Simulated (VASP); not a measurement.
Wanted: the native input for a VASP 6.6.1 run.

| Property | Result |
| --- | --- |
| Task | single point |
| Functional | PBE |
| Potentials or basis | VASP PAW PBE potentials, release 64 (Si) |
| Cutoff | 520 eV |
| k mesh | 10 × 10 × 10 |
| Occupations | gaussian, width 0.05 eV |
| Spin | no spin polarisation |
| Dipole correction | no |
| Further INCAR settings | ALGO = Normal; EDIFF = 1e-07; NBANDS = 11 |

The structure of Si lies in POSCAR:

```
Si
1.0
    0.0000000000      2.5104596782      3.0115474300
    2.5104596782      0.0000000000      3.0115474300
    2.5104596782      2.5104596782      0.0000000000
Si
2
Direct
    0.5000000000      0.5000000000      0.5000000000
    0.7500000000      0.7500000000      0.7500000000
```

This cell differs from its parent crystal: volume 18.980 Å^3 an atom, c/a of the conventional cell 1.1996.

These files were run (other wordings do the same):

INCAR

```
SYSTEM = Si
PREC = Accurate ; ENCUT = 520
EDIFF = 1E-7 ; ISMEAR = 0
SIGMA = 0.05 ; LREAL = .FALSE.
LASPH = .TRUE. ; NELM = 80
ALGO = Normal ; ISIF = 2
LWAVE = .FALSE. ; LCHARG = .FALSE.
GGA = PE ; NBANDS = 11
```

KPOINTS

```
Automatic mesh
0
G
  10 10 10
  0 0 0
```

Potentials or basis: VASP PAW PBE potentials, release 64 (Si).

Command:

```console
$ cat potpaw_PBE.64/Si/POTCAR > POTCAR
$ mpirun -np 1 vasp_std > vasp.out
```

It gave:

```json
{
  "Pressure": "6.1 GPa",
  "Band gap on the k mesh": "zero (band 4 reaches 6.98 eV, above the bottom of band 5 at 6.42 eV)"
}
```

Wall time 66 s on 1 thread of Intel Xeon 8259CL (shared host), peak memory 0.17 GiB.
